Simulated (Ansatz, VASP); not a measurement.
One calculation of Ta, two programs

Contents of INCAR:

```
SYSTEM = Ta
PREC = Accurate
ENCUT = 520
EDIFF = 1E-7
ISMEAR = -1
SIGMA = 0.08
LREAL = .FALSE.
LASPH = .TRUE.
NELM = 100
ALGO = Normal
ISIF = 2
LWAVE = .FALSE.
LCHARG = .FALSE.
GGA = PS
NBANDS = 12
```

File KPOINTS:

```
Automatic mesh
0
G
  16 16 16
  0 0 0
```

Contents of POSCAR:

```
Ta
1.0
   -1.6604479037      1.6604479037      1.6604479037
    1.6604479037     -1.6604479037      1.6604479037
    1.6604479037      1.6604479037     -1.6604479037
Ta
1
Direct
    0.0000000000      0.0000000000      0.0000000000
```

Input for Ansatz:

```yaml
crystal:
  lattice:
    - [-1.6604479037, 1.6604479037, 1.6604479037]
    - [1.6604479037, -1.6604479037, 1.6604479037]
    - [1.6604479037, 1.6604479037, -1.6604479037]
  atoms:
    - { symbol: Ta, position: [0.0, 0.0, 0.0] }
kpoints:
  mp_grid: { grid: [16, 16, 16] }
  band_path:
    path:
      - [0.0, 0.0, 0.0]
      - [0.5, -0.5, 0.5]
      - [0.0, 0.0, 0.5]
      - [0.0, 0.0, 0.0]
      - [0.25, 0.25, 0.25]
      - [0.5, -0.5, 0.5]
      - [0.25, 0.25, 0.25]
      - [0.0, 0.0, 0.5]
    npoints: 5
scf:
  occupations: { method: fermi_dirac, width: 0.08 }
hamiltonian:
  xc: pbesol
  pseudopotentials: { kind: all_electron, lapw: { basis_error: 0.001 } }
output:
  forces: true
  stress: true
  eigenvalues: true
```

Alike in both runs: task single point; functional PBEsol; k mesh 16 × 16 × 16; occupations fermi-dirac, width 0.08 eV; no spin polarisation.

|  | VASP | Ansatz |
| --- | --- | --- |
| version | VASP 6.6.1 | Ansatz 0.2.0 |
| potentials or method | VASP PAW PBE potentials, release 64 (Ta_pv), cutoff 520 eV | all-electron LAPW, scalar-relativistic |

Ansatz gave:

```
pressure (GPa) : -6.7
```

Problem. Which values does VASP return?

Solution. Pressure (GPa): -6.6.

VASP's potentials were made for PBE, not for PBEsol. Ansatz ran all-electron here, and VASP with PAW potentials.

Spin-orbit coupling is off throughout.
